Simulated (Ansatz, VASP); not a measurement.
Given: the input of a run of VASP 6.6.1 on MnS.

The input INCAR:

```
ALGO     = Normal         # electronic algorithm
EDIFF    = 1E-6           # SCF threshold, eV
EDIFFG   = -0.01          # ionic threshold
ENCUT    = 600            # plane-wave cutoff, eV
GGA      = RE             # functional
IBRION   = 2              # ionic algorithm
ISIF     = 3              # what is computed and relaxed
ISMEAR   = -1             # smearing method
ISPIN    = 2              # spin polarisation
IVDW     = 13             # dispersion correction
LASPH    = T              # aspherical terms in the spheres
LCHARG   = F              # write CHGCAR
LMAXMIX  = 4              # l up to which the mixer works
LORBIT   = 11             # projections on sites
LREAL    = F              # projectors in reciprocal space
LWAVE    = F              # write WAVECAR
MAGMOM   = 4 0            # initial moments
NELM     = 150            # most SCF steps
NSW      = 60             # ionic steps
PREC     = Accurate       # precision mode
SIGMA    = 0.05           # smearing width, eV
```

KPOINTS

```
k-points
0
Gamma
  9 9 9
```

POSCAR

```
MnS
1.0
    0.0000000000      2.4734634191      2.4734634191
    2.4734634191      0.0000000000      2.4734634191
    2.4734634191      2.4734634191      0.0000000000
Mn S
1 1
Direct
    0.0000000000      0.0000000000      0.0000000000
    0.7500000000      0.7500000000      0.7500000000
```

Potentials or basis: VASP PAW PBE potentials, release 64 (Mn_pv, S).

The run is started by

```sh
$ cat potpaw_PBE.64/Mn_pv/POTCAR potpaw_PBE.64/S/POTCAR > POTCAR
$ mpirun -np 1 vasp_std > vasp.out
```

Q: Set up the same calculation for Ansatz 0.2.0. Potentials there: Ansatz PAW.

A: As run (the cutoff follows the program's own potentials):

The input input.yaml:

```yaml
crystal:
  lattice:
    - [0.0, 2.4734634191, 2.4734634191]
    - [2.4734634191, 0.0, 2.4734634191]
    - [2.4734634191, 2.4734634191, 0.0]
  atoms:
    - { symbol: Mn, position: [0.0, 0.0, 0.0], spin: 4.0 }
    - { symbol: S, position: [0.75, 0.75, 0.75] }
hamiltonian:
  xc: revpbe
  pseudopotentials: { kind: paw }
  dispersion: d4
magnetization:
  spin_polarized: true
kpoints:
  mp_grid: { grid: [9, 9, 9] }
scf:
  occupations: { method: fermi_dirac, width: 0.05 }
output:
  forces: true
  stress: true
relax:
  f_tol: 0.01
  max_steps: 40
  cell: { stress_tol: 0.05 }
```

Potentials or basis: Ansatz PAW.

Run with:

```bash
$ ansatz run input.yaml --threads 2 --pin off --max-ram 5632MiB --backend cpu --events-out ev --progress --plain --runs-dir out
```

Both were run:

|  | VASP | Ansatz | Ansatz less VASP |
| --- | --- | --- | --- |
| net moment per atom (μB) | 0.09 | 0.09 | 0.000 |
| size of the moment on the site where the two differ most (μB) | 0.18 | 0.16 | -0.020 |
| relaxed volume (Å³/atom) | 14.66 | 14.67 | +0.008 |
| relaxed cell length with the largest relative difference (Å) | 3.461 | 3.462 | +0.0007 |

VASP's potentials were made for PBE, not for revPBE. Site moments also hang on the region over which each program counts them. VASP's potentials hold 19 valence electrons a cell and Ansatz's 21, so a difference there can come from the potentials and not from the codes.

Noted on Ansatz's run: the plane-wave basis is chosen anew once the cell has moved, so the energies of steps on either side of that aren't comparable.
